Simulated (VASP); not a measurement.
# Cr (Im-3m) in VASP: a series of runs, part 2 of 2

VASP 6.6.1.

### Step 5. Relaxation of cell and atoms, PBE, collinear spin, ferromagnetic start

This run uses another cell than the first one, of 11.76 Å³/atom.

The input, INCAR:

```
SYSTEM = Cr
PREC = Accurate
ENCUT = 600
EDIFF = 1E-6
ISMEAR = -1
SIGMA = 0.1
LREAL = .False.
LASPH = .True.
NELM = 150
ALGO = Normal
ISIF = 3
LWAVE = .False.
LCHARG = .False.
ISPIN = 2
MAGMOM = 2
LORBIT = 11
LMAXMIX = 4
GGA = PE
IBRION = 2
NSW = 60
EDIFFG = -0.005
```

The input, KPOINTS:

```
Automatic mesh
0
Gamma
  21 21 21
  0 0 0
```

The input, POSCAR:

```
Cr
1.0
   -1.4326509582      1.4326509582      1.4326509582
    1.4326509582     -1.4326509582      1.4326509582
    1.4326509582      1.4326509582     -1.4326509582
Cr
1
Direct
    0.0000000000      0.0000000000      0.0000000000
```

Potentials or basis: VASP PAW PBE potentials, release 64 (Cr_pv).

On the command line:

```sh
> cat potpaw_PBE.64/Cr_pv/POTCAR > POTCAR
> mpirun -np 1 vasp_std > vasp.out
```

OUTCAR:

```text
SYSTEM = Cr
   PREC = Accurate
   ENCUT = 600
   EDIFF = 1E-6
   ISMEAR = -1
   LREAL = .False.
   LASPH = .True.
   NELM = 150
   ISIF = 3
   ISPIN = 2
   LORBIT = 11
   GGA = PE
   IBRION = 2
   NSW = 60
   EDIFFG = -0.005

 ion  position               nearest neighbor table
   1  0.000  0.000  0.000-

  LATTYP: Found a body centered cubic cell.
 ALAT       =     2.8653019164

  Lattice vectors:

 A1 = (  -1.4326509582,   1.4326509582,   1.4326509582)
 A2 = (   1.4326509582,  -1.4326509582,   1.4326509582)
 A3 = (   1.4326509582,   1.4326509582,  -1.4326509582)

Analysis of symmetry for initial positions (statically):
=====================================================================
 Subroutine PRICEL returns:
 Original cell was already a primitive cell.

 Routine SETGRP: Setting up the symmetry group for a
 body centered cubic supercell.

 Subroutine GETGRP returns: Found 48 space group operations
 (whereof 48 operations were pure point group operations)
 out of a pool of 48 trial point group operations.

The static configuration has the point symmetry O_h .

Analysis of symmetry for dynamics (positions and initial velocities):
=====================================================================
 Subroutine PRICEL returns:
 Original cell was already a primitive cell.

 Routine SETGRP: Setting up the symmetry group for a
 body centered cubic supercell.

 Subroutine GETGRP returns: Found 48 space group operations
 (whereof 48 operations were pure point group operations)
 out of a pool of 48 trial point group operations.

The dynamic configuration has the point symmetry O_h .

Analysis of structural, dynamic, and magnetic symmetry:
=====================================================================
 Subroutine PRICEL returns:
 Original cell was already a primitive cell.

 Routine SETGRP: Setting up the symmetry group for a
 body centered cubic supercell.

 Subroutine GETGRP returns: Found 48 space group operations
 (whereof 48 operations were pure point group operations)
[... 139 lines left out ...]

 number of electron      11.9999992 magnetization       0.0000537

 number of electron      11.9999992 magnetization      -0.0000851

 Free energy of the ion-electron system (eV)
  ---------------------------------------------------
  ext. energy  EPLUGINS =         0.00000000
  ---------------------------------------------------
  free energy    TOTEN  =        -9.52393344 eV

  energy without entropy =       -9.49865697  energy(sigma->0) =       -9.51129521

------------------------ aborting loop because EDIFF is reached ----------------------------------------

  FORCE on cell =-STRESS in cart. coord.  units (eV):
  Direction    XX          YY          ZZ          XY          YZ          ZX
  --------------------------------------------------------------------------------------
  -------------------------------------------------------------------------------------
  Total       -0.3557399     -0.3557399     -0.3557399      0.0000000      0.0000000     -0.0000000
  in kB      -48.4576118    -48.4576118    -48.4576118      0.0000000      0.0000000     -0.0000000
  external PRESSURE =     -48.4576118 kB  Pullay stress =       0.0000000 kB
[... 61 lines left out ...]
 number of electron      11.9999995 magnetization      -0.0000019

 number of electron      11.9999995 magnetization       0.0000022

 Free energy of the ion-electron system (eV)
  ---------------------------------------------------
  ext. energy  EPLUGINS =         0.00000000
  ---------------------------------------------------
  free energy    TOTEN  =        -9.52744928 eV

  energy without entropy =       -9.50256387  energy(sigma->0) =       -9.51500658

 E-fermi :  10.9937     XC(G=0): -13.6815

 val. band max:       10.9928935015   @ k =  -0.4286   0.4286   0.0476
 cond. band min:      11.0118855882   @ k =  -0.1905   0.2381   0.0952
 fundamental gap:      0.0189920867
 Fermi energy:        10.9937466286

 spin component 1

 k-point     1 :       0.0000    0.0000    0.0000
  band No.  band energies     occupation
      1     -31.7316      1.00000
      2     -31.7316      1.00000
      3     -31.7316      1.00000
      4       3.1298      1.00000
      5      10.0797      0.99989
      6      10.0797      0.99989
      7      10.0797      0.99989
      8      12.1370      0.00001
      9      12.1370      0.00001
     10      18.1019      0.00000
     11      33.3043      0.00000
[... 310 lines left out ...]
  band No.  band energies     occupation
      1     -32.1955      1.00000
      2     -31.8677      1.00000
      3     -31.7615      1.00000
      4       5.5179      1.00000
      5       9.3177      1.00000
      6       9.5526      1.00000
      7      11.6623      0.00125
      8      11.9006      0.00012
      9      12.3548      0.00000
     10      18.1012      0.00000
     11      28.3256      0.00000

 [... further k-points ...]

 spin component 2

 k-point     1 :       0.0000    0.0000    0.0000
  band No.  band energies     occupation
      1     -31.7316      1.00000
      2     -31.7316      1.00000
      3     -31.7316      1.00000
      4       3.1298      1.00000
      5      10.0797      0.99989
      6      10.0797      0.99989
      7      10.0797      0.99989
      8      12.1370      0.00001
      9      12.1370      0.00001
     10      18.1019      0.00000
     11      33.3043      0.00000
[... 350 lines left out ...]
  FREE ENERGIE OF THE ION-ELECTRON SYSTEM (eV)
  ---------------------------------------------------
  free  energy   TOTEN  =        -9.5274492837 eV

  energy  without entropy=       -9.5025638725  energy(sigma->0) =       -9.51500658

 reached required accuracy - stopping structural energy minimisation

 total charge

# of ion       s       p       d       tot
------------------------------------------
    1        0.441   6.407   4.214  11.061

 magnetization (x)

# of ion       s       p       d       tot
------------------------------------------
    1        0.000   0.000  -0.000  -0.000
```

OSZICAR:

```text
N       E                     dE             d eps       ncg     rms          rms(c)
DAV:   1     0.862972117740E+02    0.86297E+02   -0.78779E+03 12624   0.144E+03
DAV:   2    -0.916672837827E+01   -0.95464E+02   -0.92330E+02 12668   0.329E+02
[... 22 lines left out ...]
DAV:   1    -0.973714329662E+01   -0.21962E+00   -0.33335E+00 12584   0.334E+01    0.374E+00
DAV:   2    -0.953452751399E+01    0.20262E+00   -0.73297E-01 12674   0.138E+01    0.633E-01
DAV:   3    -0.952894223809E+01    0.55853E-02   -0.11421E-02 13094   0.180E+00    0.337E-01
DAV:   4    -0.952745863575E+01    0.14836E-02   -0.22012E-03 13298   0.679E-01    0.516E-02
DAV:   5    -0.952745173528E+01    0.69005E-05   -0.40618E-05 13298   0.101E-01    0.275E-02
DAV:   6    -0.952744940984E+01    0.23254E-05   -0.14768E-06 10528   0.183E-02    0.132E-03
DAV:   7    -0.952744928372E+01    0.12611E-06   -0.73417E-08  6496   0.414E-03
   3 F= -.95274493E+01 E0= -.95150066E+01  d E =-.351584E-02  mag=    -0.0000
```

CONTCAR:

```text
Cr
   1.00000000000000
    -1.4233917205705677    1.4233917205705677    1.4233917205705677
     1.4233917205705677   -1.4233917205705677    1.4233917205705677
     1.4233917205705677    1.4233917205705677   -1.4233917205705677
  Cr
     1
Direct
     0.0000000000000000    0.0000000000000000    0.0000000000000000

  0.00000000E+00  0.00000000E+00  0.00000000E+00
```

Wall time 56 s (1 thread of Intel Xeon 6975P-C (Granite Rapids), shared host); peak memory 0.2 GiB.

Results:

| Quantity | Value |
| --- | --- |
| Free energy | -9.5274 eV |
| Relaxed volume | 11.54 Å³/atom |
| Relaxed cell | a = 2.465 Å, b = 2.465 Å, c = 2.465 Å, α = 109.47°, β = 109.47°, γ = 109.47° |
| Space group after relaxing (to 0.1 Å) | Im-3m (No. 229) |
| Energy gained by relaxing | 3.5 meV/atom |
| Ionic steps | 3 |
| Pressure after relaxing | 0.0 GPa |
| Band gap on the k mesh | zero (filled and empty bands overlap) |
| Net moment | 0.00 μB per cell |
| Valence electrons inside the program's atomic spheres | Cr 11.06 |

The path:
| step | energy change (eV) | largest force (eV/Å) | pressure (GPa) | volume (Å³) |
| --- | --- | --- | --- | --- |
| 1 | 0.0000 | 0.0000 | -4.85 | 11.76 |
| 2 | 0.0064 | 0.0000 | 8.93 | 11.17 |
| 3 | -0.0035 | 0.0000 | -0.04 | 11.54 |

Final structure:
```xyz
1
Lattice="-1.4234 1.4234 1.4234 1.4234 -1.4234 1.4234 1.4234 1.4234 -1.4234" Properties=species:S:1:pos:R:3 pbc="T T T"
Cr    0.0000    0.0000    0.0000
```
